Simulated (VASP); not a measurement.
TiPt3: relaxation of cell and atoms with PBEsol

Crystal: TiPt3.

```
Pt Ti
1.0
     3.89700    0.00000    0.00000
     0.00000    3.89700    0.00000
     0.00000    0.00000    3.89700
Pt Ti
3 1
Direct
  0.50000 0.50000 0.00000
  0.50000 0.00000 0.50000
  0.00000 0.50000 0.50000
  0.00000 0.00000 0.00000
```

* Program: VASP 6.6.1
* Task: relaxation of cell and atoms
* Functional: PBEsol
* Potentials or basis: VASP PAW PBE potentials, release 64 (Pt, Ti_sv)
* Cutoff: 600 eV
* k mesh: 7 × 7 × 7
* Occupations: fermi-dirac, width 0.05 eV
* Spin: no spin polarisation
* Target pressure: 30 GPa
* Dipole correction: no
* Further INCAR settings: ALGO = Normal; EDIFF = 1e-06; IBRION = 2; EDIFFG = -0.02; NSW = 80; ISIF = 3

- Relaxed volume: 13.54 Å³/atom
- Relaxed cell: a = 3.783 Å, b = 3.783 Å, c = 3.783 Å, α = 90.00°, β = 90.00°, γ = 90.00°
- Space group after relaxing (to 0.05 Å): Pm-3m (No. 221)
- Energy change on relaxing (the enthalpy is what falls): +109.2 meV/atom
- Ionic steps: 5
- Pressure after relaxing: 30.0 GPa
- Band gap on the k mesh: zero (band 21 reaches 14.92 eV, above the bottom of band 22 at 13.23 eV)

Step by step:
| step | energy change (eV) | largest force (eV/Å) | pressure (GPa) | volume (Å³) |
| --- | --- | --- | --- | --- |
| 1 | 0.0000 | 0.0000 | 0.28 | 59.18 |
| 2 | 13.7457 | 0.0000 | 321.52 | 38.65 |
| 3 | 0.3153 | 0.0000 | 24.88 | 54.86 |
| 4 | 0.3879 | 0.0000 | 28.02 | 54.42 |
| 5 | 0.4369 | 0.0000 | 30.03 | 54.15 |

Final structure:
```
CELL_PARAMETERS angstrom
3.78318 0.00000 0.00000
0.00000 3.78318 0.00000
0.00000 0.00000 3.78318
ATOMIC_POSITIONS crystal
Pt 0.50000 0.50000 0.00000
Pt 0.50000 0.00000 0.50000
Pt 0.00000 0.50000 0.50000
Ti 0.00000 0.00000 0.00000
```

Levels at points of the mesh, in eV from the Fermi level:
```csv
k point,band 17,band 18,band 19,band 20,band 21,band 22,band 23,band 24,band 25
"(0.00, 0.00, 0.00)",-0.54,0.09,0.09,0.09,1.48,1.48,1.48,1.58,1.58
```

Wall time 2.3 min on 1 thread of Intel(R) Xeon(R) Platinum 8259CL CPU @ 2.50GHz (Skylake/Cascade Lake), with other jobs on the host, peak memory 0.21 GiB.

Caveat: the cell is relaxed towards a set pressure, so the enthalpy falls and the energy may rise; the PAW data sets were made with another functional, which shifts forces and pressure a little; spin-orbit coupling is left out, which moves the levels of the heavy elements.
